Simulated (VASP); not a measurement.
# I (Cmce) in VASP: single point with r2SCAN

Aim: the single point of I with r2SCAN.

All numbers are computed with VASP 6.6.1; they aren't measurements. Logs are shortened: lines on timing, memory, paths and dates and some standing lists are left out, and cuts for length are marked.

## Step 1: The cell of the first run

It takes space group Cmce (No. 64, orthorhombic). Conventional cell: a = 7.743 Å, b = 4.645 Å, c = 9.864 Å, α = 90.00°, β = 90.00°, γ = 90.00°. I (site symmetry m) has 3 I at 2.77 to 3.46 Å within 3.7 Å.

## Step 2: Single point, r2SCAN

Contents of POSCAR:

```
I
1.0
    3.8714391430     -2.3224371883      0.0000000000
    3.8714391430      2.3224371883      0.0000000000
    0.0000000000      0.0000000000      9.8640677120
I
4
Direct
    0.8452745256      0.1547254744      0.8800124193
    0.3452745256      0.6547254744      0.6199875807
    0.1547254744      0.8452745256      0.1199875807
    0.6547254744      0.3452745256      0.3800124193
```

Contents of INCAR.step1:

```
SYSTEM = I
PREC = Accurate
ENCUT = 520
ISMEAR = 0
SIGMA = 0.01
LREAL = .FALSE.
LASPH = .TRUE.
NELM = 60
NBANDS = 22
GGA = PE
ALGO = Normal
EDIFF = 1E-4
LWAVE = .TRUE.
LCHARG = .FALSE.
```

Contents of INCAR.step2:

```
SYSTEM = I
PREC = Accurate
ENCUT = 520
EDIFF = 1E-6
ISMEAR = 0
SIGMA = 0.01
LREAL = .FALSE.
LASPH = .TRUE.
NELM = 60
ALGO = Normal
ISIF = 2
LWAVE = .FALSE.
LCHARG = .TRUE.
METAGGA = R2SCAN
LMIXTAU = .TRUE.
LELF = .TRUE.
LVHAR = .TRUE.
NBANDS = 22
ISTART = 1
```

Contents of KPOINTS:

```
regular mesh
0
G
  6 6 4
  0 0 0
```

Potentials or basis: VASP PAW PBE potentials, release 64 (I).

On the command line:

```
> cat potpaw_PBE.64/I/POTCAR > POTCAR
> cp INCAR.step1 INCAR
> mpirun -np 1 vasp_std > vasp.out
> cp INCAR.step2 INCAR
> mpirun -np 1 vasp_std > vasp.out
```

OUTCAR:

```text
SYSTEM = I
   PREC = Accurate
   ENCUT = 520
   EDIFF = 1E-6
   ISMEAR = 0
   LREAL = .FALSE.
   LASPH = .TRUE.
   NELM = 60
   ISIF = 2
   METAGGA = R2SCAN
   ISTART = 1

 ion  position               nearest neighbor table
   1  0.845  0.155  0.880-   3 2.77   2 3.46   2 3.46
   2  0.345  0.655  0.620-   4 2.77   1 3.46   1 3.46
   3  0.155  0.845  0.120-   1 2.77   4 3.46   4 3.46
   4  0.655  0.345  0.380-   2 2.77   3 3.46   3 3.46

  LATTYP: Found a base centered orthorhombic cell.
 ALAT       =     4.6448743766
 B/A-ratio  =     1.6669725935
 C/A-ratio  =     2.1236457463

  Lattice vectors:

 A1 = (  -3.8714391430,  -2.3224371883,   0.0000000000)
 A2 = (   3.8714391430,  -2.3224371883,   0.0000000000)
 A3 = (   0.0000000000,   0.0000000000,   9.8640677120)

Analysis of symmetry for initial positions (statically):
=====================================================================
 Subroutine PRICEL returns:
 Original cell was already a primitive cell.

 Routine SETGRP: Setting up the symmetry group for a
 base centered orthorhombic supercell.

 Subroutine GETGRP returns: Found  8 space group operations
 (whereof  4 operations were pure point group operations)
 out of a pool of  8 trial point group operations.

The static configuration has the point symmetry C_2h.
 The point group associated with its full space group is D_2h.

Analysis of symmetry for dynamics (positions and initial velocities):
=====================================================================
 Subroutine PRICEL returns:
 Original cell was already a primitive cell.

 Routine SETGRP: Setting up the symmetry group for a
 base centered orthorhombic supercell.

 Subroutine GETGRP returns: Found  8 space group operations
 (whereof  4 operations were pure point group operations)
 out of a pool of  8 trial point group operations.

The dynamic configuration has the point symmetry C_2h.
 The point group associated with its full space group is D_2h.

 Subroutine INISYM returns: Found  8 space group operations
 (whereof  4 operations are pure point group operations),
 and found     1 'primitive' translations

----------------------------------------------------------------------------------------

                                     Primitive cell

  volume of cell :     177.3791

  direct lattice vectors                    reciprocal lattice vectors
     3.871439143 -2.322437188  0.000000000     0.129150939 -0.215291075  0.000000000
     3.871439143  2.322437188  0.000000000     0.129150939  0.215291075  0.000000000
     0.000000000  0.000000000  9.864067712     0.000000000  0.000000000  0.101378055

  length of vectors
     4.514615768  4.514615768  9.864067712     0.251058185  0.251058185  0.101378055

  position of ions in fractional coordinates (direct lattice)
     0.845274526  0.154725474  0.880012419
     0.345274526  0.654725474  0.619987581
     0.154725474  0.845274526  0.119987581
     0.654725474  0.345274526  0.380012419

  ion indices of the primitive-cell ions
   primitive index   ion index
                 1           1
                 2           2
                 3           3
                 4           4

----------------------------------------------------------------------------------------

 KPOINTS: regular mesh

Automatic generation of k-mesh.
 Grid dimensions read from file:
 generate k-points for:    6    6    4

 Generating k-lattice:

  Cartesian coordinates                     Fractional coordinates (reciprocal lattice)
     0.021525156 -0.035881846  0.000000000     0.166666667  0.000000000  0.000000000
     0.021525156  0.035881846  0.000000000     0.000000000  0.166666667  0.000000000
     0.000000000  0.000000000  0.025344514     0.000000000  0.000000000  0.250000000

  Length of vectors
     0.041843031  0.041843031  0.025344514

  Shift w.r.t. Gamma in fractional coordinates (k-lattice)
     0.000000000  0.000000000  0.000000000

 Subroutine IBZKPT returns following result:
 ===========================================

 Found     39 irreducible k-points:

 Following reciprocal coordinates:
            Coordinates               Weight
  0.000000  0.000000  0.000000      1.000000
  0.166667  0.000000  0.000000      4.000000
  0.333333  0.000000  0.000000      4.000000
  0.500000  0.000000  0.000000      2.000000
  0.166667  0.166667  0.000000      2.000000
  0.333333  0.166667  0.000000      4.000000
[... 16 lines left out ...]
  0.333333  0.333333  0.250000      4.000000
  0.500000  0.333333  0.250000      8.000000
 [... further k-points ...]
   k-points           NKPTS =     39   k-points in BZ     NKDIM =     39   number of bands    NBANDS=     22
   number of dos      NEDOS =    301   number of ions     NIONS =      4
   total plane-waves  NPLWV = 103680
   dimension x,y,z NGX =    36 NGY =   36 NGZ =   80
   dimension x,y,z NGXF=    72 NGYF=   72 NGZF=  160
   ions per type =               4
   NGX,Y,Z   is equivalent  to a cutoff of  13.26, 13.26, 13.48 a.u.
   NGXF,Y,Z  is equivalent  to a cutoff of  26.51, 26.51, 26.97 a.u.
 SYSTEM =  I
   PREC   = accura    normal or accurate (medium, high low for compatibility)
   ISTART =      1    job   : 0-new  1-cont  2-samecut
   ICHARG =      0    charge: 1-file 2-atom 10-const
   ISPIN  =      1    spin polarized calculation?
   LNONCOLLINEAR =      F non collinear calculations
   LSORBIT =      F    spin-orbit coupling
   LASPH  =      T    aspherical Exc in radial PAW
   ENCUT  =  520.0 eV  38.22 Ry    6.18 a.u.   8.39  8.39 18.34*2*pi/ulx,y,z
   NELM   =     60;   NELMIN=  2; NELMDL=  0     # of ELM steps
   EDIFF  = 0.1E-05   stopping-criterion for ELM
   LREAL  =      F    real-space projection
   EDIFFG = 0.1E-04   stopping-criterion for IOM
   NSW    =      0    number of steps for IOM
   IBRION =     -1    ionic relax: 0-MD 1-quasi-New 2-CG
   NFREE  =      0    steps in history (QN), initial steepest desc. (CG)
   ISIF   =      2    stress and relaxation
   ISYM   =      2    0-nonsym 1-usesym 2-fastsym
   POTIM  = 0.5000    time-step for ionic-motion
   TEBEG  =    0.0;   TEEND  =   0.0 temperature during run
   PSTRESS=    0.0 pullay stress
   NELECT =      28.0000    total number of electrons
   NUPDOWN=      -1.0000    fix difference up-down
   EMIN   =  10.00;   EMAX   =-10.00  energy-range for DOS
   EFERMI =   0.00;   METHOD = LEGACY
   ISMEAR =     0;   SIGMA  =   0.01  broadening in eV -4-tet -1-fermi 0-gaus
   EFERMI_NEDOS =   21; number of points for ismear=-14 and -15
   IALGO  =     38    algorithm
   IMIX   =      4    mixing-type and parameters
     AMIX     =   0.40;   BMIX     =  1.00
     AMIX_MAG =   1.60;   BMIX_MAG =  1.00
  volume/ion in A,a.u.               =      44.34       299.25
  Fermi-wavevector in a.u.,A,eV,Ry     =   0.884762  1.671959 10.650703  0.782805
  Thomas-Fermi vector in A             =   2.005706
   LORBIT       =      0    0 simple, 1 ext, 2 COOP (PROOUT), +10 PAW based schemes
   METAGGA = R2SCAN    functional components
   LHFCALC =     F    Hartree Fock is set to
   AEXX    =    0.0000 exact exchange contribution
   IVDW    =     0    specifies the selected vdW correction
   LEPSILON=     F    determine dielectric tensor
   LRPA    =     F    only Hartree local field effects (RPA)
 non-spin polarized calculation
 Gauss-broadening in eV      SIGMA  =   0.01
  energy-cutoff  :      520.00
  volume of cell :      177.38
 maximum number of plane-waves:      4801
 NGX is ok and might be reduce to    36
   NGX = 17   NGY = 17   NGZ = 37

 number of electron      27.9999998 magnetization

 Free energy of the ion-electron system (eV)
  ---------------------------------------------------
  ext. energy  EPLUGINS =         0.00000000
  ---------------------------------------------------
  free energy    TOTEN  =       -98.22624778 eV

  energy without entropy =      -98.22624778  energy(sigma->0) =      -98.22624778

 E-fermi :   2.0050     XC(G=0):  -8.2127

 val. band max:        1.9109430006   @ k =   0.0000   0.0000   0.0000
 cond. band min:       3.1453676486   @ k =   0.5000   0.5000   0.0000
 fundamental gap:      1.2344246479
 Fermi energy:         2.0049978996

 k-point     1 :       0.0000    0.0000    0.0000
  band No.  band energies     occupation
      1     -11.9486      2.00000
      2     -11.3292      2.00000
      3     -10.1412      2.00000
      4      -8.9705      2.00000
      5      -2.6961      2.00000
      6      -1.2050      2.00000
[... 14 lines left out ...]
     21       9.7521      0.00000
     22      10.3033      0.00000

 k-point     2 :       0.1667    0.0000    0.0000
  band No.  band energies     occupation
      1     -11.8541      2.00000
      2     -11.3028      2.00000
      3     -10.0658      2.00000
      4      -9.0611      2.00000
      5      -2.6770      2.00000
      6      -1.5010      2.00000
[... 14 lines left out ...]
     21       9.5269      0.00000
     22       9.9115      0.00000

 k-point     3 :       0.3333    0.0000    0.0000
  band No.  band energies     occupation
      1     -11.6188      2.00000
      2     -11.2804      2.00000
      3      -9.8674      2.00000
      4      -9.3016      2.00000
      5      -2.7163      2.00000
      6      -2.2159      2.00000
[... 14 lines left out ...]
     21       9.9038      0.00000
     22      10.8873      0.00000
[... 476 lines left out ...]
 k-point    23 :       0.3333    0.3333    0.2500
  band No.  band energies     occupation
      1     -11.7205      2.00000
      2     -11.3330      2.00000
      3      -9.8010      2.00000
      4      -9.0723      2.00000
      5      -2.3904      2.00000
      6      -1.5903      2.00000
[... 14 lines left out ...]
     21       9.7542      0.00000
     22      10.4163      0.00000

 k-point    24 :       0.5000    0.3333    0.2500
  band No.  band energies     occupation
      1     -11.6189      2.00000
      2     -11.2847      2.00000
      3      -9.7524      2.00000
      4      -9.1535      2.00000
      5      -2.4315      2.00000
      6      -1.8379      2.00000
[... 14 lines left out ...]
     21      10.1378      0.00000
     22      10.5519      0.00000

 [... further k-points ...]

------------------------ aborting loop because EDIFF is reached ----------------------------------------

  FORCE on cell =-STRESS in cart. coord.  units (eV):
  Direction    XX          YY          ZZ          XY          YZ          ZX
  --------------------------------------------------------------------------------------
  -------------------------------------------------------------------------------------
  Total       -0.0241977     -0.1018402     -0.1215135      0.0000000     -0.0000000      0.0000000
  in kB       -0.2185655     -0.9198720     -1.0975708      0.0000000     -0.0000000      0.0000000
  external PRESSURE =      -0.7453361 kB  Pullay stress =       0.0000000 kB

 VOLUME and BASIS-vectors are now :
 -----------------------------------------------------------------------------
  energy-cutoff  :      520.00
  volume of cell :      177.38
      direct lattice vectors                 reciprocal lattice vectors
     3.871439143 -2.322437188  0.000000000     0.129150939 -0.215291075  0.000000000
     3.871439143  2.322437188  0.000000000     0.129150939  0.215291075  0.000000000
     0.000000000  0.000000000  9.864067712     0.000000000  0.000000000  0.101378055

 POSITION                                       TOTAL-FORCE (eV/Angst)
 -----------------------------------------------------------------------------------
      3.87144     -1.60376      8.68050         0.000000     -0.001066      0.000356
      3.87144      0.71868      6.11560         0.000000     -0.001066     -0.000356
      3.87144      1.60376      1.18357         0.000000      0.001066     -0.000356
      3.87144     -0.71868      3.74847         0.000000      0.001066      0.000356
 -----------------------------------------------------------------------------------
    total drift:                               -0.000000     -0.000000     -0.000000

  FREE ENERGIE OF THE ION-ELECTRON SYSTEM (eV)
  ---------------------------------------------------
  free  energy   TOTEN  =       -98.2262477791 eV

  energy  without entropy=      -98.2262477791  energy(sigma->0) =      -98.22624778
```

Run time: 7.3 min. Hardware: 1 thread of AMD EPYC 7R13 (Zen 3), shared host; peak memory 0.37 GiB.

What came out:

```yaml
Free_energy: -98.2262 eV
Pressure: -0.1 GPa
Band_gap_on_the_k_mesh: 1.23 eV (least direct gap 1.31 eV)
```

Stress tensor (GPa, compression positive):
```
-0.02  0.00  0.00
 0.00 -0.09  0.00
 0.00  0.00 -0.11
```

Caveat: the PAW data sets were made with another functional, which shifts forces and pressure a little; spin-orbit coupling is left out, which moves the levels of the heavy elements.
